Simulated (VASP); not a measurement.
# Ti (P-3m1) in VASP: single point with PBEsol

Aim: the single point of Ti with PBEsol.

All numbers are computed with VASP 6.6.1; they aren't measurements. Logs are shortened: lines on timing, memory, paths and dates and some standing lists are left out, and cuts for length are marked.

## 1. The cell of the first run

It takes space group P-3m1 (No. 164, trigonal). The conventional cell has a = 2.871 Å, b = 2.871 Å, c = 16.064 Å, α = 90.00°, β = 90.00°, γ = 120.00°. Ti (site symmetry 3m) has 9 Ti at 2.87 Å within 3.8 Å. Within 3.8 Å of Ti (site symmetry 3m) lie 12 Ti at 2.87 Å. Within 3.8 Å of Ti (site symmetry 3m) lie 12 Ti at 2.87 Å.

## 2. Single point, PBEsol (the distance across one plane changed)

Contents of INCAR:

```
PREC     = Accurate       # precision mode
ENCUT    = 520            # plane-wave cutoff, eV
EDIFF    = 1E-6           # SCF threshold, eV
ISMEAR   = 0              # smearing method
SIGMA    = 0.15           # smearing width, eV
LREAL    = F              # projectors in reciprocal space
LASPH    = T              # aspherical terms in the spheres
NELM     = 100            # most SCF steps
ALGO     = Fast           # electronic algorithm
ISIF     = 2              # what is computed and relaxed
LWAVE    = F              # write WAVECAR
LCHARG   = F              # write CHGCAR
GGA      = PS             # functional
NBANDS   = 45             # bands
```

Contents of KPOINTS:

```
Automatic mesh
0
Gamma
  19 19 4
```

Contents of POSCAR:

```
Ti
1.0
    2.0300000000     -2.0300000000      0.0000000000
    2.0300000000      0.0000000000     -2.0300000000
    9.2747005384      9.2747005384      9.2747005384
Ti
6
Direct
    0.6666666667      0.6666666667      0.0729437388
    0.0000000000      0.0000000000      0.8025270432
    0.3333333333      0.3333333333      0.2188603997
    0.6666666667      0.6666666667      0.5106937215
    0.0000000000      0.0000000000      0.3647770606
    0.3333333333      0.3333333333      0.6566103823
```

Potentials or basis: VASP PAW PBE potentials, release 64 (Ti_sv).

Run with:

```bash
cat potpaw_PBE.64/Ti_sv/POTCAR > POTCAR
mpirun -np 1 vasp_std > vasp.out
```

OUTCAR:

```text
PREC = Accurate
   ENCUT = 520
   EDIFF = 1E-6
   ISMEAR = 0
   LREAL = F
   LASPH = T
   NELM = 100
   ISIF = 2
   GGA = PS

 ion  position               nearest neighbor table
   1  0.667  0.667  0.073-   3 2.87   3 2.87   3 2.87
   2  0.000  0.000  0.803-   6 2.87   6 2.87   6 2.87
   3  0.333  0.333  0.219-   5 2.87   1 2.87   1 2.87   5 2.87   5 2.87   1 2.87
   4  0.667  0.667  0.511-   6 2.87   6 2.87   6 2.87   5 2.87   5 2.87   5 2.87
   5  0.000  0.000  0.365-   3 2.87   4 2.87   4 2.87   4 2.87   3 2.87   3 2.87
   6  0.333  0.333  0.657-   4 2.87   4 2.87   4 2.87   2 2.87   2 2.87   2 2.87

  LATTYP: Found a hexagonal cell.
 ALAT       =     2.8708535316
 C/A-ratio  =     5.5956364129

  Lattice vectors:

 A1 = (  -2.0300000000,   0.0000000000,   2.0300000000)
 A2 = (   2.0300000000,  -2.0300000000,  -0.0000000000)
 A3 = (   9.2747005384,   9.2747005384,   9.2747005384)

Analysis of symmetry for initial positions (statically):
=====================================================================
 Subroutine PRICEL returns:
 Original cell was already a primitive cell.

 Routine SETGRP: Setting up the symmetry group for a
 hexagonal supercell.

 Subroutine GETGRP returns: Found 12 space group operations
 (whereof  6 operations were pure point group operations)
 out of a pool of 24 trial point group operations.

The static configuration has the point symmetry C_3v.
 The point group associated with its full space group is D_3d.

Analysis of symmetry for dynamics (positions and initial velocities):
=====================================================================
 Subroutine PRICEL returns:
 Original cell was already a primitive cell.

 Routine SETGRP: Setting up the symmetry group for a
 hexagonal supercell.

 Subroutine GETGRP returns: Found 12 space group operations
 (whereof  6 operations were pure point group operations)
 out of a pool of 24 trial point group operations.

The dynamic configuration has the point symmetry C_3v.
 The point group associated with its full space group is D_3d.

 Subroutine INISYM returns: Found 12 space group operations
 (whereof  6 operations are pure point group operations),
 and found     1 'primitive' translations

----------------------------------------------------------------------------------------

                                     Primitive cell

  volume of cell :     114.6603

  direct lattice vectors                    reciprocal lattice vectors
     2.030000000 -2.030000000  0.000000000     0.164203612 -0.328407225  0.164203612
     2.030000000  0.000000000 -2.030000000     0.164203612  0.164203612 -0.328407225
     9.274700538  9.274700538  9.274700538     0.035940064  0.035940064  0.035940064

  length of vectors
     2.870853532  2.870853532 16.064252557     0.402215064  0.402215064  0.062250017

  position of ions in fractional coordinates (direct lattice)
     0.666666667  0.666666667  0.072943739
     0.000000000  0.000000000  0.802527043
     0.333333333  0.333333333  0.218860400
     0.666666667  0.666666667  0.510693721
     0.000000000  0.000000000  0.364777061
     0.333333333  0.333333333  0.656610382

  ion indices of the primitive-cell ions
   primitive index   ion index
                 1           1
                 2           2
                 3           3
                 4           4
                 5           5
                 6           6

----------------------------------------------------------------------------------------

 KPOINTS: Automatic mesh

Automatic generation of k-mesh.
 Grid dimensions read from file:
 generate k-points for:   19   19    4

 Generating k-lattice:

  Cartesian coordinates                     Fractional coordinates (reciprocal lattice)
     0.008642295 -0.017284591  0.008642295     0.052631579  0.000000000  0.000000000
     0.008642295  0.008642295 -0.017284591     0.000000000  0.052631579  0.000000000
     0.008985016  0.008985016  0.008985016     0.000000000  0.000000000  0.250000000

  Length of vectors
     0.021169214  0.021169214  0.015562504

  Shift w.r.t. Gamma in fractional coordinates (k-lattice)
     0.000000000  0.000000000  0.000000000

 Subroutine IBZKPT returns following result:
 ===========================================

 Found    150 irreducible k-points:

 Following reciprocal coordinates:
            Coordinates               Weight
  0.000000  0.000000  0.000000      1.000000
  0.052632  0.000000  0.000000      6.000000
  0.105263  0.000000  0.000000      6.000000
  0.157895  0.000000  0.000000      6.000000
  0.210526  0.000000  0.000000      6.000000
  0.263158  0.000000  0.000000      6.000000
[... 16 lines left out ...]
  0.368421  0.105263  0.000000     12.000000
  0.421053  0.105263 -0.000000     12.000000
 [... further k-points ...]
   k-points           NKPTS =    150   k-points in BZ     NKDIM =    150   number of bands    NBANDS=     45
   number of dos      NEDOS =    301   number of ions     NIONS =      6
   total plane-waves  NPLWV =  69120
   dimension x,y,z NGX =    24 NGY =   24 NGZ =  120
   dimension x,y,z NGXF=    48 NGYF=   48 NGZF=  240
   ions per type =               6
   NGX,Y,Z   is equivalent  to a cutoff of  13.90, 13.90, 12.42 a.u.
   NGXF,Y,Z  is equivalent  to a cutoff of  27.80, 27.80, 24.84 a.u.
 SYSTEM =  unknown system
   PREC   = accura    normal or accurate (medium, high low for compatibility)
   ISTART =      0    job   : 0-new  1-cont  2-samecut
   ICHARG =      2    charge: 1-file 2-atom 10-const
   ISPIN  =      1    spin polarized calculation?
   LNONCOLLINEAR =      F non collinear calculations
   LSORBIT =      F    spin-orbit coupling
   LASPH  =      T    aspherical Exc in radial PAW
   ENCUT  =  520.0 eV  38.22 Ry    6.18 a.u.   5.34  5.34 29.87*2*pi/ulx,y,z
   NELM   =    100;   NELMIN=  2; NELMDL= -5     # of ELM steps
   EDIFF  = 0.1E-05   stopping-criterion for ELM
   LREAL  =      F    real-space projection
   EDIFFG = 0.1E-04   stopping-criterion for IOM
   NSW    =      0    number of steps for IOM
   IBRION =     -1    ionic relax: 0-MD 1-quasi-New 2-CG
   NFREE  =      0    steps in history (QN), initial steepest desc. (CG)
   ISIF   =      2    stress and relaxation
   ISYM   =      2    0-nonsym 1-usesym 2-fastsym
   POTIM  = 0.5000    time-step for ionic-motion
   TEBEG  =    0.0;   TEEND  =   0.0 temperature during run
   PSTRESS=    0.0 pullay stress
   NELECT =      72.0000    total number of electrons
   NUPDOWN=      -1.0000    fix difference up-down
   EMIN   =  10.00;   EMAX   =-10.00  energy-range for DOS
   EFERMI =   0.00;   METHOD = LEGACY
   ISMEAR =     0;   SIGMA  =   0.15  broadening in eV -4-tet -1-fermi 0-gaus
   EFERMI_NEDOS =   21; number of points for ismear=-14 and -15
   IALGO  =     68    algorithm
   IMIX   =      4    mixing-type and parameters
     AMIX     =   0.40;   BMIX     =  1.00
     AMIX_MAG =   1.60;   BMIX_MAG =  1.00
  volume/ion in A,a.u.               =      19.11       128.96
  Fermi-wavevector in a.u.,A,eV,Ry     =   1.401892  2.649192 26.739550  1.965301
  Thomas-Fermi vector in A             =   2.524708
   LORBIT       =      0    0 simple, 1 ext, 2 COOP (PROOUT), +10 PAW based schemes
   GGA     = PS    functional components
   LHFCALC =     F    Hartree Fock is set to
   AEXX    =    0.0000 exact exchange contribution
   IVDW    =     0    specifies the selected vdW correction
   LEPSILON=     F    determine dielectric tensor
   LRPA    =     F    only Hartree local field effects (RPA)
 non-spin polarized calculation
 RMM-DIIS sequential band-by-band and
 Gauss-broadening in eV      SIGMA  =   0.15
  energy-cutoff  :      520.00
  volume of cell :      114.66
 maximum number of plane-waves:      3132
 NGX is ok and might be reduce to    24
   NGX = 11   NGY = 11   NGZ = 59

 number of electron      72.0000005 magnetization

 Free energy of the ion-electron system (eV)
  ---------------------------------------------------
  ext. energy  EPLUGINS =         0.00000000
  ---------------------------------------------------
  free energy    TOTEN  =       -48.31439211 eV

  energy without entropy =      -48.19406399  energy(sigma->0) =      -48.25422805

 E-fermi :   7.0702     XC(G=0): -10.9984

 val. band max:        7.0700334232   @ k =   0.2632   0.0000   0.0000
 cond. band min:       7.0715426839   @ k =  -0.4737   0.1579  -0.0000
 fundamental gap:      0.0015092608
 Fermi energy:         7.0702292301

 k-point     1 :       0.0000    0.0000    0.0000
  band No.  band energies     occupation
      1     -49.5873      2.00000
      2     -49.5872      2.00000
      3     -49.3375      2.00000
      4     -49.3208      2.00000
      5     -49.2645      2.00000
      6     -49.2086      2.00000
[... 37 lines left out ...]
     44       8.1655      0.00000
     45       8.1659      0.00000

 k-point     2 :       0.0526    0.0000    0.0000
  band No.  band energies     occupation
      1     -49.5846      2.00000
      2     -49.5846      2.00000
      3     -49.3344      2.00000
      4     -49.3181      2.00000
      5     -49.2622      2.00000
      6     -49.2067      2.00000
[... 37 lines left out ...]
     44       8.1649      0.00000
     45       8.2141      0.00000

 k-point     3 :       0.1053    0.0000    0.0000
  band No.  band energies     occupation
      1     -49.5769      2.00000
      2     -49.5769      2.00000
      3     -49.3254      2.00000
      4     -49.3103      2.00000
      5     -49.2553      2.00000
      6     -49.2012      2.00000
[... 37 lines left out ...]
     44       8.2247      0.00000
     45       8.3368      0.00000

 k-point     4 :       0.1579    0.0000    0.0000
  band No.  band energies     occupation
      1     -49.5649      2.00000
      2     -49.5649      2.00000
      3     -49.3113      2.00000
      4     -49.2981      2.00000
      5     -49.2446      2.00000
      6     -49.1929      2.00000
[... 901 lines left out ...]
     44       8.5111      0.00000
     45       8.8005      0.00000

 k-point    23 :       0.3684    0.1053    0.0000
  band No.  band energies     occupation
      1     -49.5136      2.00000
      2     -49.5135      2.00000
      3     -49.2502      2.00000
      4     -49.2453      2.00000
      5     -49.1975      2.00000
      6     -49.1602      2.00000
[... 37 lines left out ...]
     44       8.5210      0.00000
     45       8.7114      0.00000

 k-point    24 :       0.4211    0.1053   -0.0000
  band No.  band energies     occupation
      1     -49.5005      2.00000
      2     -49.5005      2.00000
      3     -49.2344      2.00000
      4     -49.2316      2.00000
      5     -49.1846      2.00000
      6     -49.1533      2.00000
[... 37 lines left out ...]
     44       8.4209      0.00000
     45       8.8443      0.00000

 [... further k-points ...]
[... 5 lines left out ...]
  --------------------------------------------------------------------------------------
  -------------------------------------------------------------------------------------
  Total       -2.5614603     -2.5614603     -2.5614603     -0.7608144     -0.7608144     -0.7608144
  in kB      -35.7919184    -35.7919184    -35.7919184    -10.6310482    -10.6310482    -10.6310482
  external PRESSURE =     -35.7919184 kB  Pullay stress =       0.0000000 kB

 VOLUME and BASIS-vectors are now :
 -----------------------------------------------------------------------------
  energy-cutoff  :      520.00
  volume of cell :      114.66
      direct lattice vectors                 reciprocal lattice vectors
     2.030000000 -2.030000000  0.000000000     0.164203612 -0.328407225  0.164203612
     2.030000000  0.000000000 -2.030000000     0.164203612  0.164203612 -0.328407225
     9.274700538  9.274700538  9.274700538     0.035940064  0.035940064  0.035940064

 POSITION                                       TOTAL-FORCE (eV/Angst)
 -----------------------------------------------------------------------------------
      3.38320     -0.67680     -0.67680        -0.069492     -0.069492     -0.069492
      7.44320      7.44320      7.44320         0.069492      0.069492      0.069492
      3.38320      1.35320      1.35320        -0.181216     -0.181216     -0.181216
      7.44320      3.38320      3.38320         0.030007      0.030007      0.030007
      3.38320      3.38320      3.38320        -0.030007     -0.030007     -0.030007
      7.44320      5.41320      5.41320         0.181216      0.181216      0.181216
 -----------------------------------------------------------------------------------
    total drift:                                0.000077      0.000077      0.000077

  FREE ENERGIE OF THE ION-ELECTRON SYSTEM (eV)
  ---------------------------------------------------
  free  energy   TOTEN  =       -48.3143921127 eV

  energy  without entropy=      -48.1940639930  energy(sigma->0) =      -48.25422805
```

Wall time 39 min (1 thread of AMD EPYC 9R45 (Zen 5), shared host); peak memory 0.59 GiB.

What came out:

- Free energy: -48.3144 eV
- Pressure: -3.6 GPa
- Largest force: 0.314 eV/Å
- Band gap on the k mesh: zero (bands 36 and 37 overlap by 1.07 eV)

Forces in eV/Å, atoms in the order of the input:
```
Ti  -0.069 -0.069 -0.069
Ti   0.069  0.069  0.069
Ti  -0.181 -0.181 -0.181
Ti   0.030  0.030  0.030
Ti  -0.030 -0.030 -0.030
Ti   0.181  0.181  0.181
```

Caveat: the cell differs from its parent crystal (the distance across one plane changed); the cell stands under tension; the PAW data sets were made with another functional, which shifts forces and pressure a little.
